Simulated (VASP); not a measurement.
# NiO (Fm-3m) in VASP: further runs

Runs on NiO. Level: PBEsol+U. Tasks: single point.

Everything below comes from runs of VASP 6.6.1. Logs are shortened: lines on timing, memory, paths and dates and some standing lists are left out, and cuts for length are marked.

## Step 1: The cell of the first run

It takes space group Fm-3m (No. 225, cubic). The conventional cell has a = 4.177 Å, b = 4.177 Å, c = 4.177 Å, α = 90.00°, β = 90.00°, γ = 90.00°. O (site symmetry m-3m) has 6 Ni at 2.09 Å within 2.8 Å. Within 2.8 Å of Ni (site symmetry m-3m) lie 6 O at 2.09 Å.

## Step 2: Single point, PBEsol+U, collinear spin, ferromagnetic start

File INCAR:

```
SYSTEM = NiO
PREC = Accurate
ENCUT = 600
EDIFF = 1E-6
ISMEAR = 0
SIGMA = 0.02
LREAL = .FALSE.
LASPH = .TRUE.
NELM = 200
ALGO = Normal
ISIF = 2
LWAVE = .FALSE.
LCHARG = .TRUE.
ISPIN = 2
MAGMOM = 0 2
LORBIT = 11
LMAXMIX = 4
LDAU = .TRUE.
LDAUTYPE = 2
LDAUL = -1 2
LDAUU = 0 6.2
LDAUJ = 0 0
LDAUPRINT = 1
GGA = PS
LELF = .TRUE.
LVHAR = .TRUE.
NBANDS = 23
GGA_COMPAT = .FALSE.
```

File KPOINTS:

```
Automatic mesh
0
G
  9 9 9
  0 0 0
```

File POSCAR:

```
NiO
1.0
    0.0000000000      2.0885500000      2.0885500000
    2.0885500000      0.0000000000      2.0885500000
    2.0885500000      2.0885500000      0.0000000000
O Ni
1 1
Direct
    0.5000000000      0.5000000000      0.5000000000
    0.0000000000      0.0000000000      0.0000000000
```

Potentials or basis: VASP PAW PBE potentials, release 64 (O, Ni_sv_GW).

Run with:

```sh
$ cat potpaw_PBE.64/O/POTCAR potpaw_PBE.64/Ni_sv_GW/POTCAR > POTCAR
$ mpirun -np 1 vasp_std > vasp.out
```

OUTCAR:

```text
SYSTEM = NiO
   PREC = Accurate
   ENCUT = 600
   EDIFF = 1E-6
   ISMEAR = 0
   LREAL = .FALSE.
   LASPH = .TRUE.
   NELM = 200
   ISIF = 2
   ISPIN = 2
   LORBIT = 11
   GGA = PS

 ion  position               nearest neighbor table
   1  0.500  0.500  0.500-   2 2.09   2 2.09   2 2.09   2 2.09   2 2.09   2 2.09
   2  0.000  0.000  0.000-   1 2.09   1 2.09   1 2.09   1 2.09   1 2.09   1 2.09

  LATTYP: Found a face centered cubic cell.
 ALAT       =     4.1771000000

  Lattice vectors:

 A1 = (   0.0000000000,   2.0885500000,   2.0885500000)
 A2 = (   2.0885500000,   0.0000000000,   2.0885500000)
 A3 = (   2.0885500000,   2.0885500000,   0.0000000000)

Analysis of symmetry for initial positions (statically):
=====================================================================
 Subroutine PRICEL returns:
 Original cell was already a primitive cell.

 Routine SETGRP: Setting up the symmetry group for a
 face centered cubic supercell.

 Subroutine GETGRP returns: Found 48 space group operations
 (whereof 48 operations were pure point group operations)
 out of a pool of 48 trial point group operations.

The static configuration has the point symmetry O_h .

Analysis of symmetry for dynamics (positions and initial velocities):
=====================================================================
 Subroutine PRICEL returns:
 Original cell was already a primitive cell.

 Routine SETGRP: Setting up the symmetry group for a
 face centered cubic supercell.

 Subroutine GETGRP returns: Found 48 space group operations
 (whereof 48 operations were pure point group operations)
 out of a pool of 48 trial point group operations.

The dynamic configuration has the point symmetry O_h .

Analysis of structural, dynamic, and magnetic symmetry:
=====================================================================
 Subroutine PRICEL returns:
 Original cell was already a primitive cell.

 Routine SETGRP: Setting up the symmetry group for a
 face centered cubic supercell.

 Subroutine GETGRP returns: Found 48 space group operations
 (whereof 48 operations were pure point group operations)
 out of a pool of 48 trial point group operations.

The overall configuration has the point symmetry O_h .

 Subroutine INISYM returns: Found 48 space group operations
 (whereof 48 operations are pure point group operations),
 and found     1 'primitive' translations

----------------------------------------------------------------------------------------

                                     Primitive cell

  volume of cell :      18.2207

  direct lattice vectors                    reciprocal lattice vectors
     0.000000000  2.088550000  2.088550000    -0.239400541  0.239400541  0.239400541
     2.088550000  0.000000000  2.088550000     0.239400541 -0.239400541  0.239400541
     2.088550000  2.088550000  0.000000000     0.239400541  0.239400541 -0.239400541

  length of vectors
     2.953655736  2.953655736  2.953655736     0.414653900  0.414653900  0.414653900

  position of ions in fractional coordinates (direct lattice)
     0.500000000  0.500000000  0.500000000
     0.000000000  0.000000000  0.000000000

  ion indices of the primitive-cell ions
   primitive index   ion index
                 1           1
                 2           2

----------------------------------------------------------------------------------------

 KPOINTS: Automatic mesh

Automatic generation of k-mesh.
[... 60 lines left out ...]
   ISPIN  =      2    spin polarized calculation?
   LNONCOLLINEAR =      F non collinear calculations
   LSORBIT =      F    spin-orbit coupling
   LASPH  =      T    aspherical Exc in radial PAW
   ENCUT  =  600.0 eV  44.10 Ry    6.64 a.u.   5.90  5.90  5.90*2*pi/ulx,y,z
   NELM   =    200;   NELMIN=  2; NELMDL= -5     # of ELM steps
   EDIFF  = 0.1E-05   stopping-criterion for ELM
   LREAL  =      F    real-space projection
   EDIFFG = 0.1E-04   stopping-criterion for IOM
   NSW    =      0    number of steps for IOM
   IBRION =     -1    ionic relax: 0-MD 1-quasi-New 2-CG
   NFREE  =      0    steps in history (QN), initial steepest desc. (CG)
   ISIF   =      2    stress and relaxation
   ISYM   =      2    0-nonsym 1-usesym 2-fastsym
   POTIM  = 0.5000    time-step for ionic-motion
   TEBEG  =    0.0;   TEEND  =   0.0 temperature during run
   PSTRESS=    0.0 pullay stress
   NELECT =      24.0000    total number of electrons
   NUPDOWN=      -1.0000    fix difference up-down
   EMIN   =  10.00;   EMAX   =-10.00  energy-range for DOS
   EFERMI =   0.00;   METHOD = LEGACY
   ISMEAR =     0;   SIGMA  =   0.02  broadening in eV -4-tet -1-fermi 0-gaus
   EFERMI_NEDOS =   21; number of points for ismear=-14 and -15
   IALGO  =     38    algorithm
   IMIX   =      4    mixing-type and parameters
     AMIX     =   0.40;   BMIX     =  1.00
     AMIX_MAG =   1.60;   BMIX_MAG =  1.00
  volume/ion in A,a.u.               =       9.11        61.48
  Fermi-wavevector in a.u.,A,eV,Ry     =   1.794556  3.391219 43.816631  3.220432
  Thomas-Fermi vector in A             =   2.856488
   LORBIT       =     11    0 simple, 1 ext, 2 COOP (PROOUT), +10 PAW based schemes
 LDA+U is selected, type is set to LDAUTYPE =  2
   angular momentum for each species LDAUL =    -1    2
   U (eV)           for each species LDAUU =   0.0  6.2
   J (eV)           for each species LDAUJ =   0.0  0.0
   GGA     = PS    functional components
   LHFCALC =     F    Hartree Fock is set to
   AEXX    =    0.0000 exact exchange contribution
   IVDW    =     0    specifies the selected vdW correction
   LEPSILON=     F    determine dielectric tensor
   LRPA    =     F    only Hartree local field effects (RPA)
 spin polarized calculation
 Gauss-broadening in eV      SIGMA  =   0.02
  energy-cutoff  :      600.00
  volume of cell :       18.22
 maximum number of plane-waves:       620
   NGX = 11   NGY = 11   NGZ = 11

atom =   2  type =  2  l = 2

 onsite density matrix

spin component  1

  0.9375  0.0000  0.0000 -0.0000  0.0000
  0.0000  0.9375 -0.0000 -0.0000 -0.0000
  0.0000 -0.0000  0.9693 -0.0000  0.0000
 -0.0000 -0.0000 -0.0000  0.9375  0.0000
  0.0000 -0.0000  0.0000  0.0000  0.9693

spin component  2

  0.9294  0.0000 -0.0000 -0.0000 -0.0000
  0.0000  0.9294  0.0000 -0.0000  0.0000
 -0.0000  0.0000  0.1013 -0.0000  0.0000
 -0.0000 -0.0000 -0.0000  0.9294 -0.0000
 -0.0000  0.0000  0.0000 -0.0000  0.1013

 occupancies and eigenvectors

  o =  0.1013  v =  0.0000  0.0000  0.0000  0.0000  0.0000  0.0000  0.0000  0.0061  0.0000 -1.0000      0.0000  0.0000  0.0000  0.0000  0.0000  0.0000  0.0000  0.0000  0.0000  0.0000
  o =  0.1013  v =  0.0000  0.0000  0.0000  0.0000  0.0000  0.0000  0.0000  1.0000  0.0000  0.0061      0.0000  0.0000  0.0000  0.0000  0.0000  0.0000  0.0000  0.0000  0.0000  0.0000
  o =  0.9294  v =  0.0000  0.0000  0.0000  0.0000  0.0000  0.0000  0.2178  0.0000  0.9760  0.0000      0.0000  0.0000  0.0000  0.0000  0.0000  0.0000  0.0000  0.0000  0.0000  0.0000
  o =  0.9294  v =  0.0000  0.0000  0.0000  0.0000  0.0000  1.0000  0.0000  0.0000  0.0000  0.0000      0.0000  0.0000  0.0000  0.0000  0.0000  0.0000  0.0000  0.0000  0.0000  0.0000
  o =  0.9294  v =  0.0000  0.0000  0.0000  0.0000  0.0000  0.0000 -0.9760  0.0000  0.2178  0.0000      0.0000  0.0000  0.0000  0.0000  0.0000  0.0000  0.0000  0.0000  0.0000  0.0000
  o =  0.9375  v =  0.0000 -0.9896  0.0000 -0.1437  0.0000  0.0000  0.0000  0.0000  0.0000  0.0000      0.0000  0.0000  0.0000  0.0000  0.0000  0.0000  0.0000  0.0000  0.0000  0.0000
  o =  0.9375  v =  0.0000  0.1437 -0.0000 -0.9896  0.0000  0.0000  0.0000  0.0000  0.0000  0.0000      0.0000  0.0000  0.0000  0.0000  0.0000  0.0000  0.0000  0.0000  0.0000  0.0000
  o =  0.9375  v =  1.0000  0.0000  0.0000  0.0000  0.0000  0.0000  0.0000  0.0000  0.0000  0.0000      0.0000  0.0000  0.0000  0.0000  0.0000  0.0000  0.0000  0.0000  0.0000  0.0000
  o =  0.9693  v =  0.0000 -0.0000  0.2113 -0.0000 -0.9774  0.0000  0.0000  0.0000  0.0000  0.0000      0.0000  0.0000  0.0000  0.0000  0.0000  0.0000  0.0000  0.0000  0.0000  0.0000
  o =  0.9693  v =  0.0000 -0.0000 -0.9774  0.0000 -0.2113  0.0000  0.0000  0.0000  0.0000  0.0000      0.0000  0.0000  0.0000  0.0000  0.0000  0.0000  0.0000  0.0000  0.0000  0.0000

 number of electron      24.0000016 magnetization       2.0000096

 Free energy of the ion-electron system (eV)
  ---------------------------------------------------
  ext. energy  EPLUGINS =         0.00000000
  ---------------------------------------------------
  free energy    TOTEN  =       -10.99090165 eV

  energy without entropy =      -10.99090165  energy(sigma->0) =      -10.99090165

 E-fermi :   6.4609     XC(G=0): -13.2802

 val. band max:        6.1023243877   @ k =   0.4444   0.0000   0.0000
 cond. band min:       8.3773607611   @ k =   0.0000   0.0000   0.0000
 fundamental gap:      2.2750363734
 Fermi energy:         6.4608557515

 spin component 1

 k-point     1 :       0.0000    0.0000    0.0000
  band No.  band energies     occupation
      1     -97.5423      1.00000
      2     -58.0694      1.00000
      3     -58.0694      1.00000
      4     -58.0694      1.00000
      5     -13.0788      1.00000
      6       0.5670      1.00000
[... 1241 lines left out ...]
     22      39.4439      0.00000
     23      41.3199      0.00000

 [... further k-points ...]
[... 5 lines left out ...]
  --------------------------------------------------------------------------------------
  -------------------------------------------------------------------------------------
  Total       -0.1086231     -0.1086231     -0.1086231      0.0000000     -0.0000000      0.0000000
  in kB       -9.5514260     -9.5514260     -9.5514260      0.0000000     -0.0000000      0.0000000
  external PRESSURE =      -9.5514260 kB  Pullay stress =       0.0000000 kB

 VOLUME and BASIS-vectors are now :
 -----------------------------------------------------------------------------
  energy-cutoff  :      600.00
  volume of cell :       18.22
      direct lattice vectors                 reciprocal lattice vectors
     0.000000000  2.088550000  2.088550000    -0.239400541  0.239400541  0.239400541
     2.088550000  0.000000000  2.088550000     0.239400541 -0.239400541  0.239400541
     2.088550000  2.088550000  0.000000000     0.239400541  0.239400541 -0.239400541

 POSITION                                       TOTAL-FORCE (eV/Angst)
 -----------------------------------------------------------------------------------
      2.08855      2.08855      2.08855         0.000000     -0.000000      0.000000
      0.00000      0.00000      0.00000        -0.000000      0.000000     -0.000000
 -----------------------------------------------------------------------------------
    total drift:                                0.000000     -0.000000     -0.000000

  FREE ENERGIE OF THE ION-ELECTRON SYSTEM (eV)
  ---------------------------------------------------
  free  energy   TOTEN  =       -10.9909016452 eV

  energy  without entropy=      -10.9909016452  energy(sigma->0) =      -10.99090165

 total charge

# of ion       s       p       d       f       tot
--------------------------------------------------
    1        1.538   3.475   0.000   0.000   5.014
    2        2.164   6.242   7.716   0.010  16.132
--------------------------------------------------
tot          3.703   9.717   7.716   0.010  21.146

 magnetization (x)

# of ion       s       p       d       f       tot
--------------------------------------------------
    1        0.023   0.159   0.000   0.000   0.182
    2        0.009   0.012   1.758   0.001   1.781
--------------------------------------------------
tot          0.033   0.172   1.758   0.001   1.963
```

It used 42 s of CPU time on 1 thread of AMD EPYC 7R13 Processor (Zen 3), with other jobs on the host.

What came out:

* Free energy: -10.9909 eV
* Pressure: -1.0 GPa
* Band gap on the k mesh: 2.28 eV, indirect (least direct gap 3.21 eV)
* Net moment: 2.00 μB per cell
* Site moments: O +0.18; Ni +1.78 μB
* Valence electrons inside the program's atomic spheres: O 5.01; Ni 16.13

Levels at points of the mesh, in eV from the valence-band top:
Spin up:
| k point | band 9 | band 10 | band 11 | band 12 | band 13 | band 14 | band 15 | band 16 | band 17 | band 18 |
| --- | --- | --- | --- | --- | --- | --- | --- | --- | --- | --- |
| (0.00, 0.00, 0.00) | -4.57 | -4.57 | -1.77 | -1.77 | -1.77 | 2.28 | 18.24 | 18.77 | 18.77 | 18.77 |
Spin down:
```
           k point  band 9  band 10  band 11  band 12  band 13  band 14
(0.00, 0.00, 0.00)   -1.41    -1.41    -1.41     2.51     2.51     2.63
```

Eigenvalues of the final occupation matrices:
| site | spin | trace | eigenvalues |
| --- | --- | --- | --- |
| site 2 d | 1 | 4.75 | 0.94 0.94 0.94 0.97 0.97 |
| site 2 d | 2 | 2.99 | 0.10 0.10 0.93 0.93 0.93 |

Caveat: the PAW data sets were made with another functional, which shifts forces and pressure a little; a cell with one magnetic atom can't hold antiferromagnetic order, which such compounds often take. The state reached can hang on the start; a lower one may exist.

## Step 3: Single point, PBEsol+U, collinear spin, ferromagnetic start

File INCAR:

```
PREC = Accurate ; ENCUT = 600
EDIFF = 1E-6 ; ISMEAR = 0
SIGMA = 0.02 ; LREAL = F
LASPH = T ; NELM = 200
ALGO = Normal ; ISIF = 2
LWAVE = F ; LCHARG = F
ISPIN = 2 ; MAGMOM = 0 2
LORBIT = 11 ; LMAXMIX = 4
LDAU = T ; LDAUTYPE = 2
LDAUL = -1 2 ; LDAUU = 0 6.2
LDAUJ = 0 0 ; LDAUPRINT = 1
GGA = PS ; NBANDS = 23
GGA_COMPAT = F
```

File KPOINTS:

```
Automatic mesh
0
Gamma
  9 9 9
```

POSCAR is that of step 2.

Potentials or basis: VASP PAW PBE potentials, release 64 (O, Ni_sv_GW).

Run with:

```sh
$ cat potpaw_PBE.64/O/POTCAR potpaw_PBE.64/Ni_sv_GW/POTCAR > POTCAR
$ mpirun -np 1 vasp_std > vasp.out
```

It took 40 s on 1 thread of AMD EPYC 9R45 (Zen 5), shared host; peak memory 0.15 GiB.

The run converged. Its results:

* Free energy: -10.9909 eV
* Pressure: -1.0 GPa
* Band gap on the k mesh: 2.28 eV, indirect (least direct gap 3.21 eV)
* Net moment: 2.00 μB per cell
* Site moments: O +0.18; Ni +1.78 μB
* Valence electrons inside the program's atomic spheres: O 5.01; Ni 16.13

Levels at points of the mesh, in eV from the valence-band top:
Spin up:
```tsv
k point	band 11	band 12	band 13	band 14	band 15	band 16
(0.00, 0.00, 0.00)	-1.77	-1.77	-1.77	2.28	18.24	18.77
```
Spin down:
```
           k point  band 8  band 9  band 10  band 11  band 12  band 13  band 14  band 15
(0.00, 0.00, 0.00)   -3.43   -1.41    -1.41    -1.41     2.51     2.51     2.63    18.20
```

Eigenvalues of the final occupation matrices:
```csv
site,spin,trace,eigenvalues
site 2 d,1,4.75,0.94 0.94 0.94 0.97 0.97
site 2 d,2,2.99,0.10 0.10 0.93 0.93 0.93
```

Caveat: the PAW data sets were made with another functional, which shifts forces and pressure a little; a cell with one magnetic atom can't hold antiferromagnetic order, which such compounds often take.
